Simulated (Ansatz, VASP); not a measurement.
**RbCl in VASP and in Ansatz**

The input INCAR:

```
SYSTEM = RbCl
PREC = Accurate
ENCUT = 500
EDIFF = 1E-6
ISMEAR = 0
SIGMA = 0.1
LREAL = .FALSE.
LASPH = .TRUE.
NELM = 200
ALGO = Normal
ISIF = 2
LWAVE = .FALSE.
LCHARG = .TRUE.
ISPIN = 2
MAGMOM = 0 0
LORBIT = 11
GGA = PE
LELF = .TRUE.
LVHAR = .TRUE.
NBANDS = 19
GGA_COMPAT = .FALSE.
```

Contents of KPOINTS:

```
regular mesh
0
G
  4 4 4
  0 0 0
```

The input POSCAR:

```
RbCl
1.0
    0.0000000000      3.3087073290      3.3087073290
    3.3087073290      0.0000000000      3.3087073290
    3.3087073290      3.3087073290      0.0000000000
Rb Cl
1 1
Direct
    0.0000000000      0.0000000000      0.0000000000
    0.5000000000      0.5000000000      0.5000000000
```

Input for Ansatz:

```yaml
crystal:
  lattice:
    - [0.0, 3.308707329, 3.308707329]
    - [3.308707329, 0.0, 3.308707329]
    - [3.308707329, 3.308707329, 0.0]
  atoms:
    - { symbol: Rb, position: [0.0, 0.0, 0.0] }
    - { symbol: Cl, position: [0.5, 0.5, 0.5] }
basis:
  ecutwfc: 420
kpoints:
  mp_grid: { grid: [4, 4, 4] }
hamiltonian:
  xc: pbe
scf:
  occupations: { method: gaussian, width: 0.1 }
  max_iter: 80
  convergence: { dr2_threshold: "1e-5 eV" }
output:
  forces: true
  stress: true
  eigenvalues: true
magnetization:
  spin_polarized: true
  initial_magnetization: 1.0
```

Alike in both runs: task single point; functional PBE; k mesh 4 × 4 × 4; occupations gaussian, width 0.1 eV; collinear spin.

|  | VASP | Ansatz |
| --- | --- | --- |
| version | VASP 6.6.1 | Ansatz 0.2.0 |
| potentials or method | VASP PAW PBE potentials, release 64 (Rb_sv, Cl), cutoff 500 eV | scalar-relativistic, plane waves, PAW |
| valence electrons in the cell | 16 | 16 |

|  | VASP | Ansatz | Ansatz less VASP |
| --- | --- | --- | --- |
| gap on the k mesh at the Fermi level (eV) | 4.95 | 4.95 | +0.003 |
| least direct gap on the mesh (eV) | 4.95 | 4.95 | +0.003 |
| pressure (GPa) | 0.6 | 0.6 | 0.00 |
| net moment per atom (μB) | 0.00 | 0.00 | 0.000 |

With one functional, cell and mesh, what is left measures potentials, basis and numerics. Ansatz's warnings: force scf threshold loose, seeded moment not kept, stress scf threshold loose.
